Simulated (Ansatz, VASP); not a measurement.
MgS: VASP beside Ansatz

```
CELL_PARAMETERS angstrom
-0.00590 2.59562 2.59562
2.59562 -0.00590 2.59562
2.59562 2.59562 -0.00590
ATOMIC_POSITIONS crystal
Mg 0.00000 0.00000 0.00000
S 0.50000 0.50000 0.50000
```

Change from the starting cell: shear_111 strain -0.3%.

Alike in both runs: task single point; functional HSE06; k mesh 6 × 6 × 6; no spin polarisation.

|  | VASP | Ansatz |
| --- | --- | --- |
| version | VASP 6.6.1 | Ansatz 0.2.0 |
| potentials or method | VASP PAW PBE potentials, release 64 (Mg, S) | plane waves, PAW |
| plane-wave cutoff (eV) | 520 | 420 |
| occupations | gaussian, width 0.01 eV | fixed |
| valence electrons in the cell | 8 | 16 |

```csv
,VASP,Ansatz,Ansatz less VASP
gap on the k mesh at the Fermi level (eV),3.74,3.79,+0.053
pressure (GPa),-0.4,-0.1,+0.32
"traceless stress, the component that is largest in VASP (GPa)",0.13,0.13,0.000
```

VASP's potentials hold 8 valence electrons a cell and Ansatz's 16, so a difference there can come from the potentials and not from the codes. Ansatz's warnings: stress exchange threshold loose, stress scf threshold loose.
